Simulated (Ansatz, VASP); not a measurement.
## ZnC: VASP beside Ansatz

The input INCAR:

```
SYSTEM = ZnC
PREC     = Accurate       ! precision mode
ENCUT    = 520            ! plane-wave cutoff, eV
EDIFF    = 1E-6           ! SCF threshold, eV
ISMEAR   = 0              ! smearing method
SIGMA    = 0.1            ! smearing width, eV
LREAL    = .FALSE.        ! projectors in reciprocal space
LASPH    = .TRUE.         ! aspherical terms in the spheres
NELM     = 100            ! most SCF steps
ALGO     = Normal         ! electronic algorithm
ISIF     = 2              ! what is computed and relaxed
LWAVE    = .FALSE.        ! write WAVECAR
LCHARG   = .FALSE.        ! write CHGCAR
GGA      = PE             ! functional
NBANDS   = 15             ! bands
```

File KPOINTS:

```
Automatic mesh
0
G
  6 6 6
  0 0 0
```

POSCAR

```
ZnC
1.0
    2.8115208271      0.0000000000      0.0000000000
    0.0000000000      2.8115208271      0.0000000000
    0.0000000000      0.0000000000      2.8115208271
Zn C
1 1
Direct
    0.0000000000      0.0000000000      0.0000000000
    0.5000000000      0.5000000000      0.5000000000
```

Input for Ansatz:

```yaml
crystal:
  lattice:
    - [2.8115208271, 0.0, 0.0]
    - [0.0, 2.8115208271, 0.0]
    - [0.0, 0.0, 2.8115208271]
  atoms:
    - { symbol: Zn, position: [0.0, 0.0, 0.0] }
    - { symbol: C, position: [0.5, 0.5, 0.5] }
basis:
  ecutwfc: 420
kpoints:
  mp_grid: { grid: [6, 6, 6] }
hamiltonian:
  xc: pbe
scf:
  occupations: { method: gaussian, width: 0.1 }
  lower_state_search: "off"
output:
  forces: true
  stress: true
  eigenvalues: true
```

Alike in both runs: task single point; functional PBE; k mesh 6 × 6 × 6; occupations gaussian, width 0.1 eV; no spin polarisation.

|  | VASP | Ansatz |
| --- | --- | --- |
| version | VASP 6.6.1 | Ansatz 0.2.0 |
| potentials or method | VASP PAW PBE potentials, release 64 (Zn, C), cutoff 520 eV | scalar-relativistic, plane waves, PAW |
| valence electrons in the cell | 16 | 16 |

VASP gave:

| Property | Result |
| --- | --- |
| gap on the k mesh at the Fermi level (eV) | none |
| pressure (GPa) | -6.4 |

Question: Which values does Ansatz return?

Answer: gap on the k mesh at the Fermi level (eV): none; pressure (GPa): -6.9.

A gap of «none» marks a metal or a gap that the smearing closes.

The k mesh is coarse, so the values compare programs but aren't converged.
